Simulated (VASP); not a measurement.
## Zn3O4: single point with PBE

Crystal: Zn3O4.

```xyz
7
Lattice="5.4035 0.0000 0.0000 -2.7017 4.6796 0.0000 0.0000 0.0000 3.2360" Properties=species:S:1:pos:R:3 pbc="T T T"
Zn   -1.3509    2.3398    0.0000
Zn    2.7017    0.0000    0.0000
Zn    1.3509    2.3398    0.0000
O     0.0000    0.0000    0.6757
O     0.0000    0.0000    2.5603
O     0.0000    3.1197    1.6180
O     2.7017    1.5599    1.6180
```

The cell was built from a structure type or drawn by symmetry, and may not be a known phase.

```yaml
Program: VASP 6.6.1
Task: single point
Functional: PBE
Potentials_or_basis: VASP PAW PBE potentials, release 64 (Zn, O)
Cutoff: 520 eV
k_mesh: 6 × 6 × 6
Occupations: gaussian, width 0.1 eV
Spin: no spin polarisation
Dipole_correction: no
Further_INCAR_settings: ALGO = Normal; EDIFF = 1e-06; NBANDS = 39
```

- Pressure: 0.4 GPa
- Largest force: 0.441 eV/Å
- Band gap on the k mesh: zero (bands 30 and 31 overlap by 0.60 eV)

Forces in eV/Å, atoms in the order of the input:
```
Zn   0.000  0.000  0.000
Zn   0.000  0.000  0.000
Zn   0.000  0.000  0.000
O    0.000  0.000  0.441
O    0.000  0.000 -0.441
O    0.000  0.000  0.000
O    0.000  0.000  0.000
```

Stress tensor (GPa, compression positive):
```
0.15 0.00 0.00
0.00 0.15 0.00
0.00 0.00 0.99
```

Levels at points of the mesh, in eV from the Fermi level:
```csv
k point,band 28,band 29,band 30,band 31,band 32,band 33
"(0.00, 0.00, 0.00)",-3.30,-2.59,0.39,0.39,2.08,3.77
"(0.50, 0.00, 0.00)",-3.21,-0.81,-0.32,0.35,0.36,2.71
"(0.00, 0.00, 0.50)",-2.84,-1.32,-1.32,1.52,1.52,2.04
"(0.50, 0.00, 0.50)",-2.63,-1.57,-1.37,0.44,1.38,2.57
```

Run time: 49 s on 1 thread of AMD EPYC 9R45 96-Core Processor (Zen 5), with other jobs on the host, peak memory 0.19 GiB.

Caveat: semilocal functionals underestimate gaps, so a narrow gap can read as zero.
